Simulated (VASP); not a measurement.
Write the native input for VASP 6.6.1 that does the following.

- Task: single point
- Functional: LDA
- Potentials or basis: VASP PAW LDA potentials, release 64 (Ti_sv, O)
- Cutoff: 520 eV
- k mesh: 13 × 13 × 13
- Occupations: fermi-dirac, width 0.08 eV
- Spin: no spin polarisation
- Dipole correction: no
- Further INCAR settings: ALGO = Normal; EDIFF = 1e-06; NBANDS = 33

The structure of TiO2 lies in POSCAR:

```
TiO2
1.0
   -1.8925000000      1.8925000000      4.7570000000
    1.8925000000     -1.8925000000      4.7570000000
    1.8925000000      1.8925000000     -4.7570000000
Ti O
2 4
Direct
    0.0000000000      0.0000000000      0.0000000000
    0.7500000000      0.2500000000      0.5000000000
    0.2066000000      0.2066000000      0.0000000000
    0.9566000000      0.4566000000      0.5000000000
    0.5434000000      0.0434000000      0.5000000000
    0.7934000000      0.7934000000      0.0000000000
```

One way to write it, as run:

INCAR

```
SYSTEM = TiO2
PREC = Accurate ; ENCUT = 520
EDIFF = 1E-6 ; ISMEAR = -1
SIGMA = 0.08 ; LREAL = .False.
LASPH = .True. ; NELM = 100
ALGO = Normal ; ISIF = 2
LWAVE = .False. ; LCHARG = .False.
GGA = CA ; NBANDS = 33
```

KPOINTS

```
regular mesh
0
Gamma
  13 13 13
  0 0 0
```

Potentials or basis: VASP PAW LDA potentials, release 64 (Ti_sv, O).

The run is started by

```sh
$ cat potpaw_LDA.64/Ti_sv/POTCAR potpaw_LDA.64/O/POTCAR > POTCAR
$ mpirun -np 1 vasp_std > vasp.out
```

Results of the run:

| Quantity | Value |
| --- | --- |
| Pressure | -4.8 GPa |
| Largest force | 0.140 eV/Å |
| Band gap on the k mesh | 2.05 eV, indirect (least direct gap 2.35 eV) |

It took 23 min on 1 thread of AMD EPYC 7R13, with other jobs on the host, peak memory 0.43 GiB.
